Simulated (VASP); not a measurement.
Here is a VASP 6.6.1 calculation.

INCAR

```
SYSTEM = RbGa3Te2
ALGO = Fast ; EDIFF = 1E-7
ENCUT = 520 ; GGA = PE
ISIF = 2 ; ISMEAR = 0
LASPH = .True. ; LCHARG = .False.
LREAL = .False. ; LWAVE = .False.
NBANDS = 39 ; NELM = 100
PREC = Accurate ; SIGMA = 0.1
```

File KPOINTS:

```
k-points
0
Gamma
  4 4 4
  0 0 0
```

Contents of POSCAR:

```
RbGa3Te2
1.0
    4.9966661600      0.0000000000      0.0000000000
    0.0000000000      4.9966661600      0.0000000000
    0.0000000000      0.0000000000      7.1889657700
Rb Ga Te
1 3 2
Direct
    0.0000000000      0.0000000000      0.5000000000
    0.0000000000      0.5000000000      0.0000000000
    0.5000000000      0.0000000000      0.0000000000
    0.5000000000      0.5000000000      0.0000000000
    0.5000000000      0.5000000000      0.7074301600
    0.5000000000      0.5000000000      0.2925698400
```

Potentials or basis: VASP PAW PBE potentials, release 64 (Rb_sv, Ga_d, Te).

The run is started by

```console
$ cat potpaw_PBE.64/Rb_sv/POTCAR potpaw_PBE.64/Ga_d/POTCAR potpaw_PBE.64/Te/POTCAR > POTCAR
$ mpirun -np 1 vasp_std > vasp.out
```

(1) Predict the pressure.

(2) Estimate the band gap on the k mesh.

(3) What does it give for the largest force?

## Answers

(1) 18.2 GPa.

(2) zero (bands 30 and 31 overlap by 1.34 eV).

(3) 8.517 eV/Å.

Caveat: the cell stands under pressure; spin-orbit coupling is left out, which moves the levels of the heavy elements; forces of over 1 eV/Å act on the atoms, so gaps and moduli don't describe the material at rest.
